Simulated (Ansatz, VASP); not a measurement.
**One calculation of Pd, two programs**

```xyz
2
Lattice="2.8203 0.0000 0.0000 -1.4101 2.4424 0.0000 0.0000 0.0000 4.6898" Properties=species:S:1:pos:R:3 pbc="T T T"
Pd    0.0000    1.6283    1.1725
Pd    1.4101    0.8141    3.5174
```

Alike in both runs: task single point; functional r2SCAN; k mesh 11 × 11 × 6; occupations fermi-dirac, width 0.05 eV; no spin polarisation.

|  | VASP | Ansatz |
| --- | --- | --- |
| version | VASP 6.6.1 | Ansatz 0.2.0 |
| potentials or method | VASP PAW PBE potentials, release 64 (Pd) | Ansatz PAW |
| plane-wave cutoff (eV) | 520 | 500 |
| valence electrons in the cell | 20 | 36 |

|  | VASP | Ansatz | Ansatz less VASP |
| --- | --- | --- | --- |
| gap on the k mesh at the Fermi level (eV) | none | none | - |
| pressure (GPa) | -10.4 | -10.8 | -0.32 |
| traceless stress, the component that is largest in VASP (GPa) | 0.59 | 0.66 | +0.063 |

VASP's potentials were made for PBE, not for r2SCAN. A gap of «none» marks a metal or a gap that the smearing closes. With one functional, cell and mesh, what is left measures potentials, basis and numerics. VASP's potentials hold 20 valence electrons a cell and Ansatz's 36, so a difference there can come from the potentials and not from the codes.
